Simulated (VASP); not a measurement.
# TiO2 (P3_121) in VASP: a series of runs

Aim: see how the results for TiO2 move with the level of theory and the settings. Levels: PBE, PBEsol, revPBE. Tasks: single point.

Program: VASP 6.6.1. These are calculated values, not measurements. Logs are shortened: lines on timing, memory, paths and dates and some standing lists are left out, and cuts for length are marked.

### 1 The cell of the first run

Symmetry: P3_121, No. 152, trigonal system. Conventional cell: a = 5.582 Å, b = 5.582 Å, c = 6.082 Å, α = 90.00°, β = 90.00°, γ = 120.00°. Within 2.4 Å of Ti (site symmetry 2) lie 4 O at 1.81 to 1.82 Å. O (site symmetry 1) has 2 Ti at 1.81 to 1.82 Å within 2.4 Å.

### 2 Single point, PBE

The input, INCAR:

```
PREC = Accurate
ENCUT = 520
EDIFF = 1E-7
ISMEAR = -1
SIGMA = 0.05
LREAL = False
LASPH = True
NELM = 60
ALGO = Normal
ISIF = 2
LWAVE = False
LCHARG = False
GGA = PE
NBANDS = 46
```

The input, KPOINTS:

```
regular mesh
0
Gamma
  5 5 4
```

The input, POSCAR:

```
TiO2
1.0
    5.5822227355      0.0000000000      0.0000000000
   -2.7911113678      4.8343466985      0.0000000000
    0.0000000000      0.0000000000      6.0824678800
Ti O
3 6
Direct
    0.4669367500      0.0000000000      0.3333333333
    0.0000000000      0.4669367500      0.6666666667
    0.5330632500      0.5330632500      0.0000000000
    0.5810657200      0.8514331800      0.1206639333
    0.7296325400      0.1485668200      0.5460027333
    0.2703674600      0.4189342800      0.7873306000
    0.8514331800      0.5810657200      0.8793360667
    0.1485668200      0.7296325400      0.4539972667
    0.4189342800      0.2703674600      0.2126694000
```

Potentials or basis: VASP PAW PBE potentials, release 64 (Ti_sv, O).

The run is started by

```
$ cat potpaw_PBE.64/Ti_sv/POTCAR potpaw_PBE.64/O/POTCAR > POTCAR
$ mpirun -np 1 vasp_std > vasp.out
```

OUTCAR:

```text
PREC = Accurate
   ENCUT = 520
   EDIFF = 1E-7
   ISMEAR = -1
   LREAL = False
   LASPH = True
   NELM = 60
   ISIF = 2
   GGA = PE

 ion  position               nearest neighbor table
   1  0.467  0.000  0.333-   9 1.81   8 1.81   5 1.82   4 1.82
   2  0.000  0.467  0.667-   6 1.81   5 1.81   8 1.82   7 1.82
   3  0.533  0.533  0.000-   7 1.81   4 1.81   6 1.82   9 1.82
   4  0.581  0.851  0.121-   3 1.81   1 1.82
   5  0.730  0.149  0.546-   2 1.81   1 1.82
   6  0.270  0.419  0.787-   2 1.81   3 1.82
   7  0.851  0.581  0.879-   3 1.81   2 1.82
   8  0.149  0.730  0.454-   1 1.81   2 1.82
   9  0.419  0.270  0.213-   1 1.81   3 1.82

  LATTYP: Found a hexagonal cell.
 ALAT       =     5.5822227355
 C/A-ratio  =     1.0896139707

  Lattice vectors:

 A1 = (   5.5822227355,   0.0000000000,   0.0000000000)
 A2 = (  -2.7911113678,   4.8343466985,   0.0000000000)
 A3 = (   0.0000000000,   0.0000000000,   6.0824678800)

Analysis of symmetry for initial positions (statically):
=====================================================================
 Subroutine PRICEL returns:
 Original cell was already a primitive cell.

 Routine SETGRP: Setting up the symmetry group for a
 hexagonal supercell.

 Subroutine GETGRP returns: Found  6 space group operations
 (whereof  2 operations were pure point group operations)
 out of a pool of 24 trial point group operations.

The static configuration has the point symmetry C_2 .
 The point group associated with its full space group is D_3 .

Analysis of symmetry for dynamics (positions and initial velocities):
=====================================================================
 Subroutine PRICEL returns:
 Original cell was already a primitive cell.

 Routine SETGRP: Setting up the symmetry group for a
 hexagonal supercell.

 Subroutine GETGRP returns: Found  6 space group operations
 (whereof  2 operations were pure point group operations)
 out of a pool of 24 trial point group operations.

The dynamic configuration has the point symmetry C_2 .
 The point group associated with its full space group is D_3 .

 Subroutine INISYM returns: Found  6 space group operations
 (whereof  2 operations are pure point group operations),
 and found     1 'primitive' translations

----------------------------------------------------------------------------------------
[... 103 lines left out ...]
   IBRION =     -1    ionic relax: 0-MD 1-quasi-New 2-CG
   NFREE  =      0    steps in history (QN), initial steepest desc. (CG)
   ISIF   =      2    stress and relaxation
   ISYM   =      2    0-nonsym 1-usesym 2-fastsym
   POTIM  = 0.5000    time-step for ionic-motion
   TEBEG  =    0.0;   TEEND  =   0.0 temperature during run
   PSTRESS=    0.0 pullay stress
   NELECT =      72.0000    total number of electrons
   NUPDOWN=      -1.0000    fix difference up-down
   EMIN   =  10.00;   EMAX   =-10.00  energy-range for DOS
   EFERMI =   0.00;   METHOD = LEGACY
   ISMEAR =    -1;   SIGMA  =   0.05  broadening in eV -4-tet -1-fermi 0-gaus
   EFERMI_NEDOS =   21; number of points for ismear=-14 and -15
   IALGO  =     38    algorithm
   IMIX   =      4    mixing-type and parameters
     AMIX     =   0.40;   BMIX     =  1.00
     AMIX_MAG =   1.60;   BMIX_MAG =  1.00
  volume/ion in A,a.u.               =      18.24       123.08
  Fermi-wavevector in a.u.,A,eV,Ry     =   1.243877  2.350587 21.051339  1.547230
  Thomas-Fermi vector in A             =   2.378168
   LORBIT       =      0    0 simple, 1 ext, 2 COOP (PROOUT), +10 PAW based schemes
   GGA     = PE    functional components
   LHFCALC =     F    Hartree Fock is set to
   AEXX    =    0.0000 exact exchange contribution
   IVDW    =     0    specifies the selected vdW correction
   LEPSILON=     F    determine dielectric tensor
   LRPA    =     F    only Hartree local field effects (RPA)
 non-spin polarized calculation
  energy-cutoff  :      520.00
  volume of cell :      164.14
 maximum number of plane-waves:      4457
 NGX is ok and might be reduce to    42
   NGX = 21   NGY = 21   NGZ = 23

 number of electron      72.0000000 magnetization

 Free energy of the ion-electron system (eV)
  ---------------------------------------------------
  ext. energy  EPLUGINS =         0.00000000
  ---------------------------------------------------
  free energy    TOTEN  =       -80.39232278 eV

  energy without entropy =      -80.39232278  energy(sigma->0) =      -80.39232278

 E-fermi :   0.1646     XC(G=0):  -8.0200

 val. band max:       -1.0070086531   @ k =   0.0000   0.0000   0.5000
 cond. band min:       2.5358731640   @ k =   0.0000   0.0000   0.5000
 fundamental gap:      3.5428818171
 Fermi energy:         0.1645983872

 k-point     1 :       0.0000    0.0000    0.0000
  band No.  band energies     occupation
      1     -56.3212      2.00000
      2     -56.3088      2.00000
      3     -56.3088      2.00000
      4     -32.7629      2.00000
      5     -32.7345      2.00000
      6     -32.7345      2.00000
[... 822 lines left out ...]
     45       4.7448      0.00000
     46       5.1251      0.00000

------------------------ aborting loop because EDIFF is reached ----------------------------------------

  FORCE on cell =-STRESS in cart. coord.  units (eV):
  Direction    XX          YY          ZZ          XY          YZ          ZX
  --------------------------------------------------------------------------------------
  -------------------------------------------------------------------------------------
  Total        1.9517396      1.9517396      1.9743102     -0.0000000      0.0000000      0.0000000
  in kB       19.0505567     19.0505567     19.2708645     -0.0000000      0.0000000      0.0000000
  external PRESSURE =      19.1239926 kB  Pullay stress =       0.0000000 kB

 VOLUME and BASIS-vectors are now :
 -----------------------------------------------------------------------------
  energy-cutoff  :      520.00
  volume of cell :      164.14
      direct lattice vectors                 reciprocal lattice vectors
     5.582222736  0.000000000  0.000000000     0.179140111  0.103426591  0.000000000
    -2.791111368  4.834346699  0.000000000     0.000000000  0.206853183  0.000000000
     0.000000000  0.000000000  6.082467880     0.000000000  0.000000000  0.164406951

 POSITION                                       TOTAL-FORCE (eV/Angst)
 -----------------------------------------------------------------------------------
      2.60654      0.00000      2.02749        -0.002626     -0.000000      0.000000
     -1.30327      2.25733      4.05498         0.001313     -0.002274      0.000000
      1.48784      2.57701      0.00000         0.001313      0.002274      0.000000
      0.86719      4.11612      0.73393         0.041867      0.070893     -0.041281
      3.65830      0.71822      3.32104         0.041867     -0.070893      0.041281
      0.33996      2.02527      4.78891         0.040461     -0.071704     -0.041281
      3.13107      2.80907      5.34853         0.040461      0.071704      0.041281
     -1.20715      3.52730      2.76142        -0.082328      0.000812     -0.041281
      1.58396      1.30705      1.29355        -0.082328     -0.000812      0.041281
 -----------------------------------------------------------------------------------
    total drift:                                0.000001      0.000001     -0.000000

  FREE ENERGIE OF THE ION-ELECTRON SYSTEM (eV)
  ---------------------------------------------------
  free  energy   TOTEN  =       -80.3923227811 eV

  energy  without entropy=      -80.3923227811  energy(sigma->0) =      -80.39232278
```

OSZICAR:

```text
N       E                     dE             d eps       ncg     rms          rms(c)
DAV:   1     0.103476226233E+04    0.10348E+04   -0.36497E+04  1628   0.166E+03
DAV:   2     0.655767688952E+02   -0.96919E+03   -0.93104E+03  1866   0.507E+02
DAV:   3    -0.912019470116E+02   -0.15678E+03   -0.15572E+03  2076   0.204E+02
DAV:   4    -0.104148774892E+03   -0.12947E+02   -0.12929E+02  2720   0.557E+01
DAV:   5    -0.104886130890E+03   -0.73736E+00   -0.73719E+00  2280   0.955E+00    0.432E+01
DAV:   6    -0.811189019312E+02    0.23767E+02   -0.18178E+02  2428   0.997E+01    0.177E+01
DAV:   7    -0.806398715123E+02    0.47903E+00   -0.42953E+01  2290   0.401E+01    0.123E+01
DAV:   8    -0.804018679604E+02    0.23800E+00   -0.43605E+00  2058   0.173E+01    0.335E+00
DAV:   9    -0.803884175251E+02    0.13450E-01   -0.71203E-01  2498   0.558E+00    0.139E+00
DAV:  10    -0.803923936393E+02   -0.39761E-02   -0.13459E-01  2084   0.304E+00    0.620E-01
DAV:  11    -0.803919117020E+02    0.48194E-03   -0.15631E-02  1944   0.103E+00    0.142E-01
DAV:  12    -0.803923627605E+02   -0.45106E-03   -0.18072E-03  2170   0.276E-01    0.108E-01
DAV:  13    -0.803923126647E+02    0.50096E-04   -0.48222E-04  2152   0.157E-01    0.992E-03
DAV:  14    -0.803923209377E+02   -0.82730E-05   -0.19196E-05  2276   0.247E-02    0.339E-03
DAV:  15    -0.803923227387E+02   -0.18010E-05   -0.15968E-06  1976   0.729E-03    0.144E-03
DAV:  16    -0.803923227811E+02   -0.42382E-07   -0.50575E-07  1828   0.589E-03
   1 F= -.80392323E+02 E0= -.80392323E+02  d E =-.249038E-10
```

stdout:

```text
POSCAR found type information on POSCAR TiO
 POSCAR found :  2 types and       9 ions
 scaLAPACK will be used
 LDA part: xc-table for (Slater+PW92), standard interpolation
 POSCAR, INCAR and KPOINTS ok, starting setup
 FFT: planning ... GRIDC
 FFT: planning ... GRID_SOFT
 FFT: planning ... GRID
 WAVECAR not read
 entering main loop
```

Wall time 5.1 min (1 thread of Intel Xeon 8259CL, shared host); peak memory 0.32 GiB.

Results:

```
Free energy            : -80.3923 eV
Pressure               : 1.9 GPa
Largest force          : 0.092 eV/Å
Band gap on the k mesh : 3.54 eV
```

Forces in eV/Å, atoms in the order of the input:
```
Ti  -0.003  0.000  0.000
Ti   0.001 -0.002  0.000
Ti   0.001  0.002  0.000
O    0.042  0.071 -0.041
O    0.042 -0.071  0.041
O    0.040 -0.072 -0.041
O    0.040  0.072  0.041
O   -0.082  0.001 -0.041
O   -0.082 -0.001  0.041
```

Levels at points of the mesh, in eV from the valence-band top:
```tsv
k point	band 34	band 35	band 36	band 37	band 38	band 39
(0.00, 0.00, 0.00)	-0.32	-0.31	-0.31	3.60	4.17	4.17
(0.00, 0.00, 0.50)	-0.05	-0.05	0.00	3.54	3.95	3.95
```

Caveat: an odd mesh through Γ misses points on the zone boundary, where band edges can lie.

(Continued in part 2 of 3.)
